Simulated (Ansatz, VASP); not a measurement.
**Ta in VASP and in Ansatz**

```
Ta
1.0
    -1.62767    1.62767    1.62767
     1.62767   -1.62767    1.62767
     1.62767    1.62767   -1.62767
Ta
1
Direct
  0.00000 0.00000 0.00000
```

Alike in both runs: task single point; functional LDA; k mesh 8 × 8 × 8; occupations fermi-dirac, width 0.1 eV; no spin polarisation.

```csv
,VASP,Ansatz
version,VASP 6.6.1,Ansatz 0.2.0
potentials or method,"VASP PAW LDA potentials, release 64 (Ta_sv_GW), cutoff 500 eV","plane waves (420 eV) with PAW, scalar-relativistic"
valence electrons in the cell,13,13
```

|  | VASP | Ansatz | Ansatz less VASP |
| --- | --- | --- | --- |
| pressure (GPa) | -2.2 | -1.6 | +0.61 |

Ansatz warns that its potentials were made for another functional, while VASP's fit it. LDA's correlation is that of Perdew and Zunger in VASP and of Perdew and Wang (1992) in Ansatz.

Spin-orbit coupling is off throughout.
